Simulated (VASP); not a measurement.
Crystal: C.

```
CELL_PARAMETERS angstrom
2.12000 0.00000 0.00000
-1.06000 1.83597 0.00000
0.00000 0.00000 3.46196
ATOMIC_POSITIONS crystal
C 0.33333 0.66667 0.25000
C 0.66667 0.33333 0.75000
```

* Program: VASP 6.6.1
* Task: relaxation of cell and atoms
* Functional: PBEsol
* Potentials or basis: VASP PAW PBE potentials, release 64 (C)
* Cutoff: 600 eV
* k mesh: 11 × 11 × 6
* Occupations: methfessel-paxton, width 0.05 eV
* Spin: no spin polarisation

At the start: pressure -4.3 GPa; volume 6.74 Å³/atom.

**Question.** Where does the relaxation end?

**Answer.** Over 11 steps the energy falls by 17.1 meV/atom and the volume is 6.65 Å³/atom (-1.3 %); space group P6_3/mmc (No. 194, to 0.1 Å) before and after.

The path:
```
step  energy change (eV)  largest force (eV/Å)  pressure (GPa)  volume (Å³)
   1              0.0000                0.0000           -4.33        13.47
   2             -0.0227                0.0000            0.11        13.12
   3             -0.0245                0.0000            1.36        13.04
   4             -0.0259                0.0000            3.84        12.89
   5             -0.0317                0.0000            2.92        13.05
   6             -0.0325                0.0000            2.03        13.14
   7             -0.0326                0.0000            2.60        13.10
   8             -0.0339                0.0000           -0.69        13.34
   9             -0.0341                0.0000            0.20        13.28
  10             -0.0342                0.0000           -0.11        13.31
  11             -0.0342                0.0000           -0.03        13.30
```

Final structure:
```
C
1.0
     2.06203    0.00000    0.00000
    -1.03102    1.78577    0.00000
     0.00000    0.00000    3.61214
C
2
Direct
  0.33333 0.66667 0.25000
  0.66667 0.33333 0.75000
```

Caveat: the PAW data sets were made with another functional, which shifts forces and pressure a little.
